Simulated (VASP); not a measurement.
# C8O15F (a cell with a defect) in VASP: notebook

C8O15F (a cell with a defect) is run at these levels: PBE; tasks: electric field gradients.

All numbers are computed with VASP 6.6.1; they aren't measurements. Logs are shortened: lines on timing, memory, paths and dates and some standing lists are left out, and cuts for length are marked.

## 1. The cell of the first run

The cell holds a defect, 24 atoms: a = 8.136 Å, b = 8.136 Å, c = 8.437 Å, α = 129.21°, β = 129.21°, γ = 71.87°.

## 2. Electric field gradients, PBE

INCAR reads:

```
SYSTEM = C8O15F
  PREC = Accurate
  ENCUT = 520
  EDIFF = 1E-8
  ISMEAR = -1
  SIGMA = 0.01
  LREAL = Auto
  LASPH = .True.
  NELM = 100
  ALGO = Normal
  ISIF = 2
  LWAVE = .False.
  LCHARG = .False.
  GGA = PE
  LEFG = .True.
  NELECT = 128.0
  NBANDS = 82
```

KPOINTS reads:

```
Automatic mesh
0
Gamma
  4 4 4
  0 0 0
```

POSCAR reads:

```
C8O15F
1.0
    0.0000000000      4.7747562400      6.5871749100
    0.0000000000     -4.7747562400      6.5871749100
    5.2718224600      0.0000000000     -6.5871749100
C F O
8 1 15
Direct
    0.0000000000      0.0000000000      0.0000000000
    0.5000000000      0.5000000000      0.0000000000
    0.5000000000      0.0000000000      0.5000000000
    0.0000000000      0.5000000000      0.5000000000
    0.5000000000      0.5000000000      0.5000000000
    0.0000000000      0.0000000000      0.5000000000
    0.0000000000      0.5000000000      0.0000000000
    0.5000000000      0.0000000000      0.0000000000
    0.5426674100      0.8491759800      0.5000000000
    0.0426674100      0.3491759800      0.5000000000
    0.0426674100      0.8491759800      0.0000000000
    0.5426674100      0.3491759800      0.0000000000
    0.4573325900      0.1508240200      0.5000000000
    0.9573325900      0.6508240200      0.5000000000
    0.9573325900      0.1508240200      0.0000000000
    0.4573325900      0.6508240200      0.0000000000
    0.3491759800      0.5426674100      0.5000000000
    0.8491759800      0.0426674100      0.5000000000
    0.8491759800      0.5426674100      0.0000000000
    0.3491759800      0.0426674100      0.0000000000
    0.6508240200      0.4573325900      0.5000000000
    0.1508240200      0.9573325900      0.5000000000
    0.1508240200      0.4573325900      0.0000000000
    0.6508240200      0.9573325900      0.0000000000
```

Potentials or basis: VASP PAW PBE potentials, release 64 (C, F, O).

Run with:

```sh
> cat potpaw_PBE.64/C/POTCAR potpaw_PBE.64/F/POTCAR potpaw_PBE.64/O/POTCAR > POTCAR
> mpirun -np 1 vasp_std > vasp.out
```

OUTCAR:

```text
SYSTEM = C8O15F
   PREC = Accurate
   ENCUT = 520
   EDIFF = 1E-8
   ISMEAR = -1
   LREAL = Auto
   LASPH = .True.
   NELM = 100
   ISIF = 2
   GGA = PE
   NELECT = 128.0

 ion  position               nearest neighbor table
   1  0.000  0.000  0.000-  11 1.17  15 1.17
   2  0.500  0.500  0.000-  12 1.17  16 1.17
   3  0.500  0.000  0.500-   9 1.17  13 1.17
   4  0.000  0.500  0.500-  10 1.17  14 1.17
   5  0.500  0.500  0.500-  17 1.17  21 1.17
   6  0.000  0.000  0.500-  18 1.17  22 1.17
   7  0.000  0.500  0.000-  19 1.17  23 1.17
   8  0.500  0.000  0.000-  20 1.17  24 1.17
   9  0.543  0.849  0.500-   3 1.17
  10  0.043  0.349  0.500-   4 1.17
  11  0.043  0.849  0.000-   1 1.17
  12  0.543  0.349  0.000-   2 1.17
  13  0.457  0.151  0.500-   3 1.17
  14  0.957  0.651  0.500-   4 1.17
[... 8 lines left out ...]
  23  0.151  0.457  0.000-   7 1.17
  24  0.651  0.957  0.000-   8 1.17

  LATTYP: Found a face centered orthorhombic cell.
 ALAT       =     9.5495124800
 B/A-ratio  =     1.1041029521
 C/A-ratio  =     1.3795834968

  Lattice vectors:

 A1 = (   5.2718224600,   0.0000000000,   6.5871749100)
 A2 = (   0.0000000000,  -4.7747562400,   6.5871749100)
 A3 = (   5.2718224600,  -4.7747562400,   0.0000000000)

Analysis of symmetry for initial positions (statically):
=====================================================================
 Subroutine PRICEL returns:
 Original cell was already a primitive cell.

 Routine SETGRP: Setting up the symmetry group for a
 face centered orthorhombic supercell.

 Subroutine GETGRP returns: Found  2 space group operations
 (whereof  1 operations were pure point group operations)
 out of a pool of  8 trial point group operations.

The static configuration has the point symmetry C_1 .
 The point group associated with its full space group is C_1h.

Analysis of symmetry for dynamics (positions and initial velocities):
=====================================================================
 Subroutine PRICEL returns:
 Original cell was already a primitive cell.

[... 2100 lines left out ...]
     76       5.3858      0.00000
 [bands above 76 left out]

------------------------ aborting loop because EDIFF is reached ----------------------------------------

  FORCE on cell =-STRESS in cart. coord.  units (eV):
  Direction    XX          YY          ZZ          XY          YZ          ZX
  --------------------------------------------------------------------------------------
  -------------------------------------------------------------------------------------
  Total       -2.3546080      7.5684321      2.8846762      0.0000000     -0.7792155      0.0000000
  in kB      -11.3759594     36.5658212     13.9369095      0.0000000     -3.7646706      0.0000000
  external PRESSURE =      13.0422571 kB  Pullay stress =       0.0000000 kB

 VOLUME and BASIS-vectors are now :
 -----------------------------------------------------------------------------
  energy-cutoff  :      520.00
  volume of cell :      331.62
      direct lattice vectors                 reciprocal lattice vectors
     0.000000000  4.774756240  6.587174910     0.094843862  0.104717388  0.075905074
     0.000000000 -4.774756240  6.587174910     0.094843862 -0.104717388  0.075905074
     5.271822460  0.000000000 -6.587174910     0.189687723  0.000000000  0.000000000

 POSITION                                       TOTAL-FORCE (eV/Angst)
 -----------------------------------------------------------------------------------
      0.00000      0.00000      0.00000         0.070047      0.130008     -0.050583
      0.00000      0.00000      6.58717        -0.070047      0.130008     -0.050583
      2.63591      2.38738      0.00000         0.000000     -6.202978      4.821212
      2.63591     -2.38738      0.00000         0.000000      0.088366     -0.056091
      2.63591      0.00000      3.29359         0.000000     -0.019848     -0.141665
      2.63591      0.00000     -3.29359         0.000000      0.005449      0.000267
[... 16 lines left out ...]
      0.00000     -1.46350      4.00603         0.121909      0.734547      0.655892
      0.00000     -1.46350     10.59321        -0.121909      0.734547      0.655892
 -----------------------------------------------------------------------------------
    total drift:                               -0.000003     -0.001592      0.000702

  FREE ENERGIE OF THE ION-ELECTRON SYSTEM (eV)
  ---------------------------------------------------
  free  energy   TOTEN  =      -177.4207368107 eV

  energy  without entropy=     -177.4207368107  energy(sigma->0) =     -177.42073681

 Electric field gradients (V/A^2)
---------------------------------------------------------------------
 ion       V_xx      V_yy      V_zz      V_xy      V_xz      V_yz
---------------------------------------------------------------------
   1      25.884   -22.475    -3.409     0.236     0.919    36.030
   2      25.884   -22.475    -3.409    -0.239    -0.918    36.030
   3      18.789   -16.336    -2.453    -0.002     0.001    26.787
   4      25.061   -22.432    -2.629    -0.002     0.001    36.579
   5      24.574   -21.682    -2.892     0.002     0.001   -36.443
   6      25.074   -21.380    -3.694     0.002     0.001   -36.526
[... 16 lines left out ...]
  23     -31.594    28.552     3.041    -1.145     2.158    49.820
  24     -31.594    28.553     3.041     1.149    -2.161    49.820
---------------------------------------------------------------------

 Electric field gradients after diagonalization (V/A^2)
 (convention: |V_zz| > |V_xx| > |V_yy|)
----------------------------------------------------------------------
 ion       V_xx      V_yy      V_zz     asymmetry (V_yy - V_xx)/ V_zz
----------------------------------------------------------------------
   1      26.277    23.937   -50.214       0.047
   2      26.277    23.937   -50.214       0.047
   3      18.789    18.277   -37.066       0.014
   4      25.365    25.061   -50.426       0.006
   5      25.348    24.574   -49.922       0.015
   6      25.074    25.045   -50.119       0.001
[... 16 lines left out ...]
  23     -36.753   -30.472    67.225       0.093
  24     -36.756   -30.469    67.225       0.094
----------------------------------------------------------------------

           NMR quadrupolar parameters

 Cq : quadrupolar parameter    Cq=e*Q*V_zz/h
 eta: asymmetry parameters     (V_yy - V_xx)/ V_zz
 Q  : nuclear electric quadrupole moment in mb (millibarn)
----------------------------------------------------------------------
 ion       Cq(MHz)       eta       Q (mb)
----------------------------------------------------------------------
   1      -0.121       0.047       1.000
   2      -0.121       0.047       1.000
   3      -0.090       0.014       1.000
   4      -0.122       0.006       1.000
   5      -0.121       0.015       1.000
   6      -0.121       0.001       1.000
[... 16 lines left out ...]
  23       0.163       0.093       1.000
  24       0.163       0.094       1.000
----------------------------------------------------------------------
```

OSZICAR:

```text
N       E                     dE             d eps       ncg     rms          rms(c)
DAV:   1     0.870899712628E+03    0.87090E+03   -0.69099E+04  3936   0.144E+03
DAV:   2    -0.121799647095E+03   -0.99270E+03   -0.96585E+03  4914   0.345E+02
DAV:   3    -0.189647623342E+03   -0.67848E+02   -0.67357E+02  4328   0.949E+01
[... 11 lines left out ...]
DAV:  15    -0.177420736875E+03   -0.33903E-05   -0.95777E-06  4848   0.137E-02    0.371E-03
DAV:  16    -0.177420736904E+03   -0.28633E-07   -0.12448E-06  4768   0.494E-03    0.157E-03
DAV:  17    -0.177420736857E+03    0.47077E-07   -0.19758E-07  5016   0.210E-03    0.661E-04
DAV:  18    -0.177420736817E+03    0.40280E-07   -0.41434E-08  4360   0.113E-03    0.290E-04
DAV:  19    -0.177420736811E+03    0.58626E-08   -0.86230E-09  3256   0.440E-04
   1 F= -.17742074E+03 E0= -.17742074E+03  d E =-.856142E-12
```

stdout:

```text
POSCAR found type information on POSCAR C F O
 POSCAR found :  3 types and      24 ions
 scaLAPACK will be used
 LDA part: xc-table for (Slater+PW92), standard interpolation
 POSCAR, INCAR and KPOINTS ok, starting setup
 FFT: planning ... GRIDC
 FFT: planning ... GRID_SOFT
 FFT: planning ... GRID
 WAVECAR not read
 entering main loop
 the old and the new charge density differ
 old charge density:   129.00000 new  128.00000
    0.268E+01
ion   1
     0.0000266     0.0064446   -33.1161253     2.4527013    -0.3978407   -21.8189374
     0.0000367     0.0064446   -33.1161252     2.4527013    -0.3978407   -21.8189374
     0.0000505     0.0064446   -33.1161250     2.4527012    -0.3978407   -21.8189372
     0.0000695     0.0064446   -33.1161247     2.4527012    -0.3978407   -21.8189370

     0.0000266    -0.0190135   -48.1639907     3.6176497    -0.7174658   -31.8595932
     0.0000367    -0.0190135   -48.1639885     3.6176495    -0.7174658   -31.8595917
     0.0000505    -0.0190135   -48.1639846     3.6176492    -0.7174657   -31.8595891
     0.0000695    -0.0190135   -48.1639779     3.6176487    -0.7174656   -31.8595847
[... 124 lines left out ...]
ion  23
     0.0000293     0.3408931    -4.4256921    -0.0356224    -0.6227822     2.2390142
     0.0000403     0.3408931    -4.4256920    -0.0356224    -0.6227822     2.2390142
     0.0000555     0.3408931    -4.4256919    -0.0356224    -0.6227821     2.2390141
     0.0000765     0.3408931    -4.4256916    -0.0356224    -0.6227821     2.2390140

     0.0000293     0.9895342   -30.6844314    -1.3800850    -1.9881531    17.8867708
     0.0000403     0.9895341   -30.6844247    -1.3800846    -1.9881528    17.8867668
     0.0000555     0.9895338
```

Wall time 39 min (1 thread of Intel Xeon Platinum 8259CL at 2.50GHz (Skylake/Cascade Lake), shared host); peak memory 0.79 GiB.

What came out:

```
Free energy                             : -177.4207 eV
Largest force                           : 7.856 eV/Å
Largest electric field gradient by atom : C -50.2, -37.1, -50.4, -49.9, -50.1 (each value once); F +232.6; O +66.9, +65.9, +39.7, +67.5, +65.0, +65.3, +70.5, +66.7, +65.2, +72.1, +67.2 (each value once) V/Å²
```

Forces on the atoms (eV/Å):
```
C    0.070  0.130 -0.051
C   -0.070  0.130 -0.051
C    0.000 -6.203  4.821
C    0.000  0.088 -0.056
C    0.000 -0.020 -0.142
C    0.000  0.005  0.000
C   -0.012 -0.087 -0.078
C    0.012 -0.087 -0.078
F    0.000  3.407 -2.680
O    0.000  0.746 -0.448
O    0.155  0.778 -0.488
O   -0.155  0.778 -0.488
O    0.000  2.745 -2.083
O    0.000 -0.852  0.489
O   -0.256 -0.891  0.505
O    0.256 -0.891  0.505
O    0.000 -0.705 -0.582
O    0.000 -0.657 -0.605
O   -0.088 -0.657 -0.568
O    0.088 -0.657 -0.568
O    0.000  0.706  0.707
O    0.000  0.723  0.628
O    0.122  0.735  0.656
O   -0.122  0.735  0.656
```

Electric field gradients, principal values (V/Å²):
```
atom     least    middle  greatest (by size)
 1 C    23.937    26.277             -50.214
 2 C    23.937    26.277             -50.214
 3 C    18.277    18.789             -37.066
 4 C    25.061    25.365             -50.426
 5 C    24.574    25.348             -49.922
 6 C    25.045    25.074             -50.119
 7 C    24.501    25.915             -50.415
 8 C    24.500    25.915             -50.415
 9 F  -115.272  -117.356             232.628
10 O   -33.360   -33.534              66.894
11 O   -25.999   -39.918              65.917
12 O   -25.996   -39.922              65.917
13 O   -18.622   -21.029              39.651
14 O   -33.388   -34.156              67.544
15 O   -24.046   -40.971              65.017
16 O   -24.043   -40.974              65.017
17 O   -28.619   -36.672              65.291
18 O   -35.180   -35.275              70.455
19 O   -30.612   -36.108              66.719
20 O   -30.608   -36.111              66.719
21 O   -27.737   -37.435              65.172
22 O   -35.775   -36.279              72.053
23 O   -30.472   -36.753              67.225
24 O   -30.469   -36.756              67.225
```

Caveat: the cell carries a net charge on a neutralising background, which shifts energy and pressure; the cell is charged against a uniform background, so pressure and absolute levels hang on convention; without QUAD_EFG the Cq values of the log hold for a quadrupole moment of 1 mb, not for the nuclei.

(Continued in part 2 of 2.)
